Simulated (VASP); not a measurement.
# Si2Mo (MoSi2 type) (I4/mmm) in VASP: notebook

Si2Mo (MoSi2 type) is run at these levels: PBE; tasks: single point.

Program: VASP 6.6.1. These are calculated values, not measurements. Logs are shortened: lines on timing, memory, paths and dates and some standing lists are left out, and cuts for length are marked.

### Step 1. The cell of the first run

It takes space group I4/mmm (No. 139, tetragonal). Conventional cell: a = 2.821 Å, b = 2.821 Å, c = 7.127 Å, α = 90.00°, β = 90.00°, γ = 90.00°. Mo (site symmetry 4/mmm) has 10 Si at 2.33 to 2.36 Å and 4 Mo at 2.82 Å within 3.1 Å. Si (site symmetry 4mm) has 9 Si at 2.30 to 2.82 Å and 5 Mo at 2.33 to 2.36 Å within 3.0 Å.

### Step 2. Single point, PBE

INCAR

```
ALGO = Normal ; EDIFF = 1E-6
ENCUT = 520 ; GGA = PE
ISIF = 2 ; ISMEAR = -1
LASPH = T ; LCHARG = F
LREAL = F ; LWAVE = F
NBANDS = 18 ; NELM = 80
PREC = Accurate ; SIGMA = 0.08
```

KPOINTS

```
k-points
0
Gamma
  16 16 16
```

POSCAR

```
Si2Mo
1.0
   -1.4105613701      1.4105613701      3.5635701281
    1.4105613701     -1.4105613701      3.5635701281
    1.4105613701      1.4105613701     -3.5635701281
Mo Si
1 2
Direct
    0.0000000000      0.0000000000      0.0000000000
    0.3309937233      0.3309937233      0.0000000000
   -0.3309937233     -0.3309937233      0.0000000000
```

Potentials or basis: VASP PAW PBE potentials, release 64 (Mo_sv, Si).

The run is started by

```sh
cat potpaw_PBE.64/Mo_sv/POTCAR potpaw_PBE.64/Si/POTCAR > POTCAR
mpirun -np 1 vasp_std > vasp.out
```

OUTCAR:

```text
EDIFF = 1E-6
   ENCUT = 520
   GGA = PE
   ISIF = 2
   ISMEAR = -1
   LASPH = T
   LREAL = F
   NELM = 80
   PREC = Accurate

 ion  position               nearest neighbor table
   1  0.000  0.000  0.000-   2 2.33   3 2.33   3 2.33   3 2.33   3 2.33   2 2.33   2 2.33   2 2.33
                             2 2.36   3 2.36
   2  0.331  0.331  0.000-   3 2.30   3 2.30   3 2.30   3 2.30   1 2.33   1 2.33   1 2.33   1 2.33
                             1 2.36   3 2.41
   3  0.669  0.669  0.000-   2 2.30   2 2.30   2 2.30   2 2.30   1 2.33   1 2.33   1 2.33   1 2.33
                             1 2.36   2 2.41

  LATTYP: Found a body centered tetragonal cell.
 ALAT       =     2.8211227402
 C/A-ratio  =     2.5263488733

  Lattice vectors:

 A1 = (  -1.4105613701,   1.4105613701,   3.5635701281)
 A2 = (   1.4105613701,  -1.4105613701,   3.5635701281)
 A3 = (   1.4105613701,   1.4105613701,  -3.5635701281)

Analysis of symmetry for initial positions (statically):
=====================================================================
 Subroutine PRICEL returns:
 Original cell was already a primitive cell.

 Routine SETGRP: Setting up the symmetry group for a
 body centered tetragonal supercell.

 Subroutine GETGRP returns: Found 16 space group operations
 (whereof 16 operations were pure point group operations)
 out of a pool of 16 trial point group operations.

The static configuration has the point symmetry D_4h.

Analysis of symmetry for dynamics (positions and initial velocities):
=====================================================================
 Subroutine PRICEL returns:
 Original cell was already a primitive cell.

 Routine SETGRP: Setting up the symmetry group for a
 body centered tetragonal supercell.

 Subroutine GETGRP returns: Found 16 space group operations
 (whereof 16 operations were pure point group operations)
 out of a pool of 16 trial point group operations.

The dynamic configuration has the point symmetry D_4h.

 Subroutine INISYM returns: Found 16 space group operations
 (whereof 16 operations are pure point group operations),
 and found     1 'primitive' translations

----------------------------------------------------------------------------------------

                                     Primitive cell

  volume of cell :      28.3615

  direct lattice vectors                    reciprocal lattice vectors
    -1.410561370  1.410561370  3.563570128     0.000000000  0.354468803  0.140308730
     1.410561370 -1.410561370  3.563570128     0.354468803  0.000000000  0.140308730
     1.410561370  1.410561370 -3.563570128     0.354468803  0.354468803  0.000000000

  length of vectors
     4.083919541  4.083919541  4.083919541     0.381227848  0.381227848  0.501294588

  position of ions in fractional coordinates (direct lattice)
     0.000000000  0.000000000  0.000000000
     0.330993723  0.330993723  0.000000000
     0.669006277  0.669006277  0.000000000

  ion indices of the primitive-cell ions
   primitive index   ion index
                 1           1
                 2           2
                 3           3

----------------------------------------------------------------------------------------

 KPOINTS: k-points

Automatic generation of k-mesh.
 Grid dimensions read from file:
 generate k-points for:   16   16   16

 Generating k-lattice:

  Cartesian coordinates                     Fractional coordinates (reciprocal lattice)
     0.000000000  0.022154300  0.008769296     0.062500000  0.000000000  0.000000000
     0.022154300  0.000000000  0.008769296     0.000000000  0.062500000  0.000000000
     0.022154300  0.022154300  0.000000000     0.000000000  0.000000000  0.062500000

  Length of vectors
     0.023826740  0.023826740  0.031330912

  Shift w.r.t. Gamma in fractional coordinates (k-lattice)
     0.000000000  0.000000000  0.000000000

 Subroutine IBZKPT returns following result:
 ===========================================

 Found    349 irreducible k-points:

 Following reciprocal coordinates:
            Coordinates               Weight
  0.000000  0.000000  0.000000      1.000000
  0.062500  0.000000  0.000000      8.000000
  0.125000  0.000000  0.000000      8.000000
  0.187500  0.000000 -0.000000      8.000000
  0.250000  0.000000  0.000000      8.000000
  0.312500  0.000000  0.000000      8.000000
[... 16 lines left out ...]
 -0.125000  0.062500  0.000000     16.000000
 -0.062500  0.062500  0.000000      4.000000
 [... further k-points ...]
   k-points           NKPTS =    349   k-points in BZ     NKDIM =    349   number of bands    NBANDS=     18
   number of dos      NEDOS =    301   number of ions     NIONS =      3
   total plane-waves  NPLWV =  27000
   dimension x,y,z NGX =    30 NGY =   30 NGZ =   30
   dimension x,y,z NGXF=    60 NGYF=   60 NGZF=   60
   ions per type =               1   2
   NGX,Y,Z   is equivalent  to a cutoff of  12.21, 12.21, 12.21 a.u.
   NGXF,Y,Z  is equivalent  to a cutoff of  24.42, 24.42, 24.42 a.u.
 SYSTEM =  unknown system
   PREC   = accura    normal or accurate (medium, high low for compatibility)
   ISTART =      0    job   : 0-new  1-cont  2-samecut
   ICHARG =      2    charge: 1-file 2-atom 10-const
   ISPIN  =      1    spin polarized calculation?
   LNONCOLLINEAR =      F non collinear calculations
   LSORBIT =      F    spin-orbit coupling
   LASPH  =      T    aspherical Exc in radial PAW
   ENCUT  =  520.0 eV  38.22 Ry    6.18 a.u.   7.59  7.59  7.59*2*pi/ulx,y,z
   NELM   =     80;   NELMIN=  2; NELMDL= -5     # of ELM steps
   EDIFF  = 0.1E-05   stopping-criterion for ELM
   LREAL  =      F    real-space projection
   EDIFFG = 0.1E-04   stopping-criterion for IOM
   NSW    =      0    number of steps for IOM
   IBRION =     -1    ionic relax: 0-MD 1-quasi-New 2-CG
   NFREE  =      0    steps in history (QN), initial steepest desc. (CG)
   ISIF   =      2    stress and relaxation
   ISYM   =      2    0-nonsym 1-usesym 2-fastsym
   POTIM  = 0.5000    time-step for ionic-motion
   TEBEG  =    0.0;   TEEND  =   0.0 temperature during run
   PSTRESS=    0.0 pullay stress
   NELECT =      22.0000    total number of electrons
   NUPDOWN=      -1.0000    fix difference up-down
   EMIN   =  10.00;   EMAX   =-10.00  energy-range for DOS
   EFERMI =   0.00;   METHOD = LEGACY
   ISMEAR =    -1;   SIGMA  =   0.08  broadening in eV -4-tet -1-fermi 0-gaus
   EFERMI_NEDOS =   21; number of points for ismear=-14 and -15
   IALGO  =     38    algorithm
   IMIX   =      4    mixing-type and parameters
     AMIX     =   0.40;   BMIX     =  1.00
     AMIX_MAG =   1.60;   BMIX_MAG =  1.00
  volume/ion in A,a.u.               =       9.45        63.80
  Fermi-wavevector in a.u.,A,eV,Ry     =   1.504201  2.842528 30.784836  2.262622
  Thomas-Fermi vector in A             =   2.615212
   LORBIT       =      0    0 simple, 1 ext, 2 COOP (PROOUT), +10 PAW based schemes
   GGA     = PE    functional components
   LHFCALC =     F    Hartree Fock is set to
   AEXX    =    0.0000 exact exchange contribution
   IVDW    =     0    specifies the selected vdW correction
   LEPSILON=     F    determine dielectric tensor
   LRPA    =     F    only Hartree local field effects (RPA)
 non-spin polarized calculation
  energy-cutoff  :      520.00
  volume of cell :       28.36
 maximum number of plane-waves:       788
   NGX = 15   NGY = 15   NGZ = 15

 number of electron      22.0000000 magnetization

 Free energy of the ion-electron system (eV)
  ---------------------------------------------------
  ext. energy  EPLUGINS =         0.00000000
  ---------------------------------------------------
  free energy    TOTEN  =       -18.71504282 eV

  energy without entropy =      -18.71031399  energy(sigma->0) =      -18.71267840

 E-fermi :  18.2551     XC(G=0): -14.1819

 val. band max:       18.1916546239   @ k =  -0.4375   0.5000   0.4375
 cond. band min:      18.2916065407   @ k =  -0.4375  -0.4375   0.1875
 fundamental gap:      0.0999519168
 Fermi energy:        18.2551370093

 k-point     1 :       0.0000    0.0000    0.0000
  band No.  band energies     occupation
      1     -42.1227      2.00000
      2     -16.6851      2.00000
      3     -16.1389      2.00000
      4     -16.1389      2.00000
      5       1.8962      2.00000
      6       9.5183      2.00000
[... 10 lines left out ...]
     17      25.4622      0.00000
     18      25.4622      0.00000

 k-point     2 :       0.0625    0.0000    0.0000
  band No.  band energies     occupation
      1     -42.1189      2.00000
      2     -16.6821      2.00000
      3     -16.1787      2.00000
      4     -16.1352      2.00000
      5       1.9961      2.00000
      6       9.5825      2.00000
[... 10 lines left out ...]
     17      25.5432      0.00000
     18      26.0074      0.00000

 k-point     3 :       0.1250    0.0000    0.0000
  band No.  band energies     occupation
      1     -42.1080      2.00000
      2     -16.6735      2.00000
      3     -16.2908      2.00000
      4     -16.1247      2.00000
      5       2.2897      2.00000
      6       9.7557      2.00000
[... 10 lines left out ...]
     17      26.0548      0.00000
     18      26.9640      0.00000

 k-point     4 :       0.1875    0.0000   -0.0000
  band No.  band energies     occupation
      1     -42.0916      2.00000
      2     -16.6607      2.00000
      3     -16.4548      2.00000
      4     -16.1090      2.00000
      5       2.7593      2.00000
      6       9.9563      2.00000
[... 375 lines left out ...]
      4     -16.1470      2.00000
      5       2.7706      2.00000
      6      10.1861      2.00000
[... 10 lines left out ...]
     17      26.6797      0.00000
     18      28.1474      0.00000

 k-point    23 :      -0.1250    0.0625    0.0000
  band No.  band energies     occupation
      1     -42.1044      2.00000
      2     -16.6656      2.00000
      3     -16.2869      2.00000
      4     -16.1633      2.00000
      5       2.3284      2.00000
      6       9.9201      2.00000
[... 10 lines left out ...]
     17      25.7036      0.00000
     18      27.1592      0.00000

 k-point    24 :      -0.0625    0.0625    0.0000
  band No.  band energies     occupation
      1     -42.1152      2.00000
      2     -16.6765      2.00000
      3     -16.1790      2.00000
      4     -16.1705      2.00000
      5       2.0653      2.00000
      6       9.6955      2.00000
[... 10 lines left out ...]
     17      25.5071      0.00000
     18      26.3146      0.00000

 [... further k-points ...]

------------------------ aborting loop because EDIFF is reached ----------------------------------------

  FORCE on cell =-STRESS in cart. coord.  units (eV):
  Direction    XX          YY          ZZ          XY          YZ          ZX
  --------------------------------------------------------------------------------------
  -------------------------------------------------------------------------------------
  Total       28.4605733     28.4605733     28.4686907      0.0000000      0.0000000      0.0000000
  in kB     1607.7738212   1607.7738212   1608.2323874      0.0000000      0.0000000      0.0000000
  external PRESSURE =    1607.9266766 kB  Pullay stress =       0.0000000 kB

 VOLUME and BASIS-vectors are now :
 -----------------------------------------------------------------------------
  energy-cutoff  :      520.00
  volume of cell :       28.36
      direct lattice vectors                 reciprocal lattice vectors
    -1.410561370  1.410561370  3.563570128     0.000000000  0.354468803  0.140308730
     1.410561370 -1.410561370  3.563570128     0.354468803  0.000000000  0.140308730
     1.410561370  1.410561370 -3.563570128     0.354468803  0.354468803  0.000000000

 POSITION                                       TOTAL-FORCE (eV/Angst)
 -----------------------------------------------------------------------------------
      0.00000      0.00000      0.00000        -0.000000     -0.000000      0.000000
      0.00000      0.00000      2.35904        -0.000000     -0.000000     -0.025162
      0.00000      0.00000      4.76810         0.000000      0.000000      0.025162
 -----------------------------------------------------------------------------------
    total drift:                                0.000000     -0.000000     -0.000000

  FREE ENERGIE OF THE ION-ELECTRON SYSTEM (eV)
  ---------------------------------------------------
  free  energy   TOTEN  =       -18.7150428210 eV

  energy  without entropy=      -18.7103139879  energy(sigma->0) =      -18.71267840
```

It took 1.7 min on 1 thread of AMD EPYC 9R45 (Zen 5), shared host; peak memory 0.27 GiB.

What came out:

```yaml
Free_energy: -18.7150 eV
Pressure: 160.8 GPa
Largest_force: 0.025 eV/Å
Band_gap_on_the_k_mesh: zero (bands 11 and 12 overlap by 1.57 eV)
```

Forces in eV/Å, atoms in the order of the input:
```
Mo   0.000  0.000  0.000
Si   0.000  0.000 -0.025
Si   0.000  0.000  0.025
```

Levels at points of the mesh, in eV from the Fermi level:
```csv
k point,band 7,band 8,band 9,band 10,band 11,band 12,band 13,band 14,band 15,band 16
"(0.00, 0.00, 0.00)",-5.05,-3.59,-3.59,-3.16,0.87,1.50,5.36,5.36,5.88,5.96
"(0.50, 0.00, 0.00)",-6.56,-5.16,-4.17,-3.43,-1.02,3.89,3.91,4.51,6.78,6.81
"(0.50, 0.50, 0.00)",-7.27,-5.91,-5.01,-4.95,-0.46,3.92,4.12,4.34,4.67,5.58
"(0.50, 0.50, 0.50)",-5.81,-3.70,-0.96,-0.96,-0.09,-0.09,1.11,5.67,5.79,9.39
```

Caveat: the cell stands under pressure.

### Step 3. Single point, PBE

INCAR

```
SYSTEM = Si2Mo
  PREC = Accurate
  ENCUT = 520
  EDIFF = 1E-6
  ISMEAR = -1
  SIGMA = 0.08
  LREAL = .False.
  LASPH = .True.
  NELM = 100
  ALGO = Normal
  ISIF = 2
  LWAVE = .False.
  LCHARG = .True.
  GGA = PE
  LELF = .True.
  LVHAR = .True.
  NBANDS = 18
```

KPOINTS

```
Automatic mesh
0
Gamma
  16 16 16
  0 0 0
```

POSCAR

```
Si2Mo
1.0
   -1.4104631687      1.4104631687      3.5632880702
    1.4104631687     -1.4104631687      3.5632880702
    1.4104631687      1.4104631687     -3.5632880702
Mo Si
1 2
Direct
    0.0000000000      0.0000000000      0.0000000000
    0.3309842831      0.3309842831      0.0000000000
   -0.3309842831     -0.3309842831      0.0000000000
```

Potentials or basis: VASP PAW PBE potentials, release 64 (Mo_sv, Si).

The run is started by

```sh
cat potpaw_PBE.64/Mo_sv/POTCAR potpaw_PBE.64/Si/POTCAR > POTCAR
mpirun -np 1 vasp_std > vasp.out
```

Wall time 1.8 min (1 thread of AMD EPYC 9R45 (Zen 5), shared host); peak memory 0.27 GiB.

The run converged. Its results:

```yaml
Free_energy: -18.7088 eV
Pressure: 161.0 GPa
Largest_force: 0.023 eV/Å
Band_gap_on_the_k_mesh: zero (bands 11 and 12 overlap by 1.57 eV)
```

Forces on the atoms (eV/Å):
```
Mo   0.000  0.000  0.000
Si   0.000  0.000 -0.023
Si   0.000  0.000  0.023
```

Stress tensor (GPa, compression positive):
```
160.94   0.00   0.00
  0.00 160.94   0.00
  0.00   0.00 161.02
```

Levels at points of the mesh, in eV from the Fermi level:
```csv
k point,band 9,band 10,band 11,band 12,band 13,band 14
"(0.00, 0.00, 0.00)",-3.59,-3.16,0.87,1.50,5.37,5.37
"(0.50, 0.00, 0.00)",-4.17,-3.43,-1.02,3.89,3.91,4.51
"(0.50, 0.50, 0.00)",-5.01,-4.95,-0.46,3.93,4.12,4.34
"(0.50, 0.50, 0.50)",-0.96,-0.96,-0.09,-0.09,1.12,5.67
```

Caveat: the cell stands under pressure.

(Continued in part 2 of 2.)

The gap in the log of VASP goes by the Fermi energy; the results here count the filled bands.